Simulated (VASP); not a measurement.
Here is a VASP 6.6.1 calculation.

Contents of INCAR:

```
PREC = Accurate
ENCUT = 520
EDIFF = 1E-6
ISMEAR = -1
SIGMA = 0.02
LREAL = F
LASPH = T
NELM = 80
ALGO = Normal
ISIF = 2
LWAVE = F
LCHARG = F
NBANDS = 11
```

File KPOINTS:

```
regular mesh
0
Gamma
  8 8 8
```

File POSCAR:

```
MgS
1.0
    3.2126306984      0.0000000000      0.0000000000
    0.0000000000      3.2126306984      0.0000000000
    0.0000000000      0.0000000000      3.2126306984
Mg S
1 1
Direct
    0.0000000000      0.0000000000      0.0000000000
    0.5000000000      0.5000000000      0.5000000000
```

Potentials or basis: VASP PAW LDA potentials, release 64 (Mg, S).

The run is started by

```sh
$ cat potpaw_LDA.64/Mg/POTCAR potpaw_LDA.64/S/POTCAR > POTCAR
$ mpirun -np 1 vasp_std > vasp.out
```

Problem. Estimate the pressure.

Solution. -0.5 GPa.

Problem. What does it give for the band gap on the k mesh?

Solution. Zero (bands 4 and 5 overlap by 0.52 eV).

Caveat: semilocal functionals underestimate gaps, so a narrow gap can read as zero.
